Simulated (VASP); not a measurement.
# AgCl (I4/mmm) in VASP: single point with r2SCAN

Aim: the single point of AgCl with r2SCAN.

Program: VASP 6.6.1. These are calculated values, not measurements. Logs are shortened: lines on timing, memory, paths and dates and some standing lists are left out, and cuts for length are marked.

### Step 1. The cell of the first run

Symmetry: I4/mmm, No. 139, tetragonal system. Conventional cell: a = 3.922 Å, b = 3.922 Å, c = 5.324 Å, α = 90.00°, β = 90.00°, γ = 90.00°. Within 3.5 Å of Ag (site symmetry 4/mmm) lie 6 Cl at 2.66 to 2.77 Å. Cl (site symmetry 4/mmm) has 6 Ag at 2.66 to 2.77 Å within 3.5 Å.

### Step 2. Single point, r2SCAN (strain -0.0400 x Voigt [0, 1, 0, 0, 0, 0])

The input, POSCAR:

```
AgCl
1.0
    0.0000000000      2.6622240000      2.7731500000
    2.7731500000      0.0000000000      2.7731500000
    2.7731500000      2.6622240000      0.0000000000
Ag Cl
1 1
Direct
    0.5000000000      0.5000000000      0.5000000000
    0.0000000000      0.0000000000      0.0000000000
```

The input, INCAR.step1:

```
PREC = Accurate
ENCUT = 520
ISMEAR = 0
SIGMA = 0.05
LREAL = F
LASPH = T
NELM = 80
NBANDS = 16
GGA = PE
ALGO = Normal
EDIFF = 1E-4
LWAVE = T
LCHARG = F
```

The input, INCAR.step2:

```
PREC = Accurate
ENCUT = 520
EDIFF = 1E-6
ISMEAR = 0
SIGMA = 0.05
LREAL = F
LASPH = T
NELM = 80
ALGO = Normal
ISIF = 2
LWAVE = F
LCHARG = T
METAGGA = R2SCAN
LMIXTAU = T
LELF = T
LVHAR = T
NBANDS = 16
ISTART = 1
```

The input, KPOINTS:

```
regular mesh
0
Gamma
  8 8 8
```

Potentials or basis: VASP PAW PBE potentials, release 64 (Ag, Cl).

Started as:

```sh
$ cat potpaw_PBE.64/Ag/POTCAR potpaw_PBE.64/Cl/POTCAR > POTCAR
$ cp INCAR.step1 INCAR
$ mpirun -np 1 vasp_std > vasp.out
$ cp INCAR.step2 INCAR
$ mpirun -np 1 vasp_std > vasp.out
```

OUTCAR:

```text
PREC = Accurate
   ENCUT = 520
   EDIFF = 1E-6
   ISMEAR = 0
   LREAL = F
   LASPH = T
   NELM = 80
   ISIF = 2
   METAGGA = R2SCAN
   ISTART = 1

 ion  position               nearest neighbor table
   1  0.500  0.500  0.500-   2 2.66   2 2.66   2 2.77   2 2.77   2 2.77   2 2.77
   2  0.000  0.000  0.000-   1 2.66   1 2.66   1 2.77   1 2.77   1 2.77   1 2.77

  LATTYP: Found a body centered tetragonal cell.
 ALAT       =     3.9218263405
 C/A-ratio  =     1.3576450199

  Lattice vectors:

 A1 = (   0.0000000000,  -2.6622240000,   2.7731500000)
 A2 = (   0.0000000000,  -2.6622240000,  -2.7731500000)
 A3 = (   2.7731500000,   2.6622240000,   0.0000000000)

Analysis of symmetry for initial positions (statically):
=====================================================================
 Subroutine PRICEL returns:
 Original cell was already a primitive cell.

 Routine SETGRP: Setting up the symmetry group for a
 body centered tetragonal supercell.

 Subroutine GETGRP returns: Found 16 space group operations
 (whereof 16 operations were pure point group operations)
 out of a pool of 16 trial point group operations.

The static configuration has the point symmetry D_4h.

Analysis of symmetry for dynamics (positions and initial velocities):
=====================================================================
 Subroutine PRICEL returns:
 Original cell was already a primitive cell.

 Routine SETGRP: Setting up the symmetry group for a
 body centered tetragonal supercell.

 Subroutine GETGRP returns: Found 16 space group operations
 (whereof 16 operations were pure point group operations)
 out of a pool of 16 trial point group operations.

The dynamic configuration has the point symmetry D_4h.

 Subroutine INISYM returns: Found 16 space group operations
 (whereof 16 operations are pure point group operations),
 and found     1 'primitive' translations

----------------------------------------------------------------------------------------

                                     Primitive cell

  volume of cell :      40.9469

  direct lattice vectors                    reciprocal lattice vectors
     0.000000000  2.662224000  2.773150000    -0.180300380  0.187812896  0.180300380
     2.773150000  0.000000000  2.773150000     0.180300380 -0.187812896  0.180300380
     2.773150000  2.662224000  0.000000000     0.180300380  0.187812896 -0.180300380

  length of vectors
     3.844190103  3.921826340  3.844190103     0.316686183  0.316686183  0.316686183

  position of ions in fractional coordinates (direct lattice)
     0.500000000  0.500000000  0.500000000
     0.000000000  0.000000000  0.000000000

  ion indices of the primitive-cell ions
   primitive index   ion index
                 1           1
                 2           2

----------------------------------------------------------------------------------------

 KPOINTS: regular mesh

Automatic generation of k-mesh.
 Grid dimensions read from file:
 generate k-points for:    8    8    8

 Generating k-lattice:

  Cartesian coordinates                     Fractional coordinates (reciprocal lattice)
    -0.022537548  0.023476612  0.022537548     0.125000000  0.000000000 -0.000000000
     0.022537548 -0.023476612  0.022537548     0.000000000  0.125000000  0.000000000
     0.022537548  0.023476612 -0.022537548    -0.000000000  0.000000000  0.125000000

  Length of vectors
     0.039585773  0.039585773  0.039585773

  Shift w.r.t. Gamma in fractional coordinates (k-lattice)
     0.000000000  0.000000000  0.000000000

 Subroutine IBZKPT returns following result:
 ===========================================

 Found     59 irreducible k-points:

 Following reciprocal coordinates:
            Coordinates               Weight
  0.000000  0.000000  0.000000      1.000000
  0.125000  0.000000 -0.000000      8.000000
  0.250000  0.000000 -0.000000      8.000000
  0.375000  0.000000  0.000000      8.000000
  0.500000  0.000000 -0.000000      4.000000
  0.125000  0.125000  0.000000      4.000000
[... 16 lines left out ...]
  0.250000  0.000000  0.125000      8.000000
  0.375000  0.000000  0.125000      8.000000
 [... further k-points ...]
   k-points           NKPTS =     59   k-points in BZ     NKDIM =     59   number of bands    NBANDS=     16
   number of dos      NEDOS =    301   number of ions     NIONS =      2
   total plane-waves  NPLWV =  27000
   dimension x,y,z NGX =    30 NGY =   30 NGZ =   30
   dimension x,y,z NGXF=    60 NGYF=   60 NGZF=   60
   ions per type =               1   1
   NGX,Y,Z   is equivalent  to a cutoff of  12.97, 12.72, 12.97 a.u.
   NGXF,Y,Z  is equivalent  to a cutoff of  25.95, 25.43, 25.95 a.u.
 SYSTEM =  unknown system
   PREC   = accura    normal or accurate (medium, high low for compatibility)
   ISTART =      1    job   : 0-new  1-cont  2-samecut
   ICHARG =      0    charge: 1-file 2-atom 10-const
   ISPIN  =      1    spin polarized calculation?
   LNONCOLLINEAR =      F non collinear calculations
   LSORBIT =      F    spin-orbit coupling
   LASPH  =      T    aspherical Exc in radial PAW
   ENCUT  =  520.0 eV  38.22 Ry    6.18 a.u.   7.15  7.29  7.15*2*pi/ulx,y,z
   NELM   =     80;   NELMIN=  2; NELMDL=  0     # of ELM steps
   EDIFF  = 0.1E-05   stopping-criterion for ELM
   LREAL  =      F    real-space projection
   EDIFFG = 0.1E-04   stopping-criterion for IOM
   NSW    =      0    number of steps for IOM
   IBRION =     -1    ionic relax: 0-MD 1-quasi-New 2-CG
   NFREE  =      0    steps in history (QN), initial steepest desc. (CG)
   ISIF   =      2    stress and relaxation
   ISYM   =      2    0-nonsym 1-usesym 2-fastsym
   POTIM  = 0.5000    time-step for ionic-motion
   TEBEG  =    0.0;   TEEND  =   0.0 temperature during run
   PSTRESS=    0.0 pullay stress
   NELECT =      18.0000    total number of electrons
   NUPDOWN=      -1.0000    fix difference up-down
   EMIN   =  10.00;   EMAX   =-10.00  energy-range for DOS
   EFERMI =   0.00;   METHOD = LEGACY
   ISMEAR =     0;   SIGMA  =   0.05  broadening in eV -4-tet -1-fermi 0-gaus
   EFERMI_NEDOS =   21; number of points for ismear=-14 and -15
   IALGO  =     38    algorithm
   IMIX   =      4    mixing-type and parameters
     AMIX     =   0.40;   BMIX     =  1.00
     AMIX_MAG =   1.60;   BMIX_MAG =  1.00
  volume/ion in A,a.u.               =      20.47       138.16
  Fermi-wavevector in a.u.,A,eV,Ry     =   1.244778  2.352289 21.081849  1.549472
  Thomas-Fermi vector in A             =   2.379030
   LORBIT       =      0    0 simple, 1 ext, 2 COOP (PROOUT), +10 PAW based schemes
   METAGGA = R2SCAN    functional components
   LHFCALC =     F    Hartree Fock is set to
   AEXX    =    0.0000 exact exchange contribution
   IVDW    =     0    specifies the selected vdW correction
   LEPSILON=     F    determine dielectric tensor
   LRPA    =     F    only Hartree local field effects (RPA)
 non-spin polarized calculation
 Gauss-broadening in eV      SIGMA  =   0.05
  energy-cutoff  :      520.00
  volume of cell :       40.95
 maximum number of plane-waves:      1120
 NGX is ok and might be reduce to    30
   NGX = 15   NGY = 15   NGZ = 15

 number of electron      18.0000005 magnetization

 Free energy of the ion-electron system (eV)
  ---------------------------------------------------
  ext. energy  EPLUGINS =         0.00000000
  ---------------------------------------------------
  free energy    TOTEN  =       -28.62570355 eV

  energy without entropy =      -28.62570355  energy(sigma->0) =      -28.62570355

 E-fermi :   4.4366     XC(G=0): -10.7345

 val. band max:        4.2113345909   @ k =   0.5000   0.0000  -0.0000
 cond. band min:       5.5123652076   @ k =   0.0000   0.0000   0.0000
 fundamental gap:      1.3010306167
 Fermi energy:         4.4365804275

 k-point     1 :       0.0000    0.0000    0.0000
  band No.  band energies     occupation
      1     -12.0390      2.00000
      2       1.3474      2.00000
      3       1.4254      2.00000
      4       1.4254      2.00000
      5       1.4896      2.00000
      6       1.4896      2.00000
[... 8 lines left out ...]
     15      18.1991      0.00000
     16      18.1991      0.00000

 k-point     2 :       0.1250    0.0000   -0.0000
  band No.  band energies     occupation
      1     -11.9722      2.00000
      2       0.5521      2.00000
      3       0.6789      2.00000
      4       0.7192      2.00000
      5       1.4979      2.00000
      6       1.5426      2.00000
[... 8 lines left out ...]
     15      16.9336      0.00000
     16      17.6629      0.00000

 k-point     3 :       0.2500    0.0000   -0.0000
  band No.  band energies     occupation
      1     -11.8035      2.00000
      2      -0.5030      2.00000
      3      -0.0043      2.00000
      4       0.1030      2.00000
      5       1.6492      2.00000
      6       1.6674      2.00000
[... 8 lines left out ...]
     15      16.9895      0.00000
     16      17.5609      0.00000

 k-point     4 :       0.3750    0.0000    0.0000
  band No.  band energies     occupation
      1     -11.6234      2.00000
      2      -1.3358      2.00000
      3      -0.4163      2.00000
      4      -0.2906      2.00000
      5       1.7952      2.00000
      6       1.8081      2.00000
[... 8 lines left out ...]
     15      17.9306      0.00000
     16      17.9457      0.00000
[... 324 lines left out ...]
 k-point    22 :       0.1250    0.0000    0.1250
  band No.  band energies     occupation
      1     -11.9418      2.00000
      2      -0.0709      2.00000
      3       0.9165      2.00000
      4       0.9165      2.00000
      5       1.4675      2.00000
      6       1.5494      2.00000
[... 8 lines left out ...]
     15      18.4199      0.00000
     16      18.7896      0.00000

 k-point    23 :       0.2500    0.0000    0.1250
  band No.  band energies     occupation
      1     -11.8073      2.00000
      2      -0.7100      2.00000
      3       0.3576      2.00000
      4       0.4387      2.00000
      5       1.5070      2.00000
      6       1.6782      2.00000
[... 8 lines left out ...]
     15      18.1554      0.00000
     16      19.0041      0.00000

 k-point    24 :       0.3750    0.0000    0.1250
  band No.  band energies     occupation
      1     -11.6396      2.00000
      2      -1.2235      2.00000
      3      -0.2601      2.00000
      4      -0.0515      2.00000
      5       1.6439      2.00000
      6       1.8372      2.00000
[... 8 lines left out ...]
     15      18.6366      0.00000
     16      18.9540      0.00000

 [... further k-points ...]

------------------------ aborting loop because EDIFF is reached ----------------------------------------

  FORCE on cell =-STRESS in cart. coord.  units (eV):
  Direction    XX          YY          ZZ          XY          YZ          ZX
  --------------------------------------------------------------------------------------
  -------------------------------------------------------------------------------------
  Total        0.4530552      0.9060439      0.4530552      0.0000000     -0.0000000      0.0000000
  in kB       17.7272096     35.4518178     17.7272096      0.0000000     -0.0000000      0.0000000
  external PRESSURE =      23.6354123 kB  Pullay stress =       0.0000000 kB

 VOLUME and BASIS-vectors are now :
 -----------------------------------------------------------------------------
  energy-cutoff  :      520.00
  volume of cell :       40.95
      direct lattice vectors                 reciprocal lattice vectors
     0.000000000  2.662224000  2.773150000    -0.180300380  0.187812896  0.180300380
     2.773150000  0.000000000  2.773150000     0.180300380 -0.187812896  0.180300380
     2.773150000  2.662224000  0.000000000     0.180300380  0.187812896 -0.180300380

 POSITION                                       TOTAL-FORCE (eV/Angst)
 -----------------------------------------------------------------------------------
      2.77315      2.66222      2.77315        -0.000000      0.000000      0.000000
      0.00000      0.00000      0.00000         0.000000      0.000000     -0.000000
 -----------------------------------------------------------------------------------
    total drift:                                0.000000      0.000000      0.000000

  FREE ENERGIE OF THE ION-ELECTRON SYSTEM (eV)
  ---------------------------------------------------
  free  energy   TOTEN  =       -28.6257035537 eV

  energy  without entropy=      -28.6257035537  energy(sigma->0) =      -28.62570355
```

Run time: 4.8 min. Hardware: 1 thread of Intel Xeon 8259CL, shared host; peak memory 0.19 GiB.

Results:

| Property | Result |
| --- | --- |
| Free energy | -28.6257 eV |
| Pressure | 2.4 GPa |
| Band gap on the k mesh | 1.30 eV (least direct gap 3.85 eV) |

Caveat: the cell differs from its parent crystal (strain -0.0400 x Voigt [0, 1, 0, 0, 0, 0]); the PAW data sets were made with another functional, which shifts forces and pressure a little.
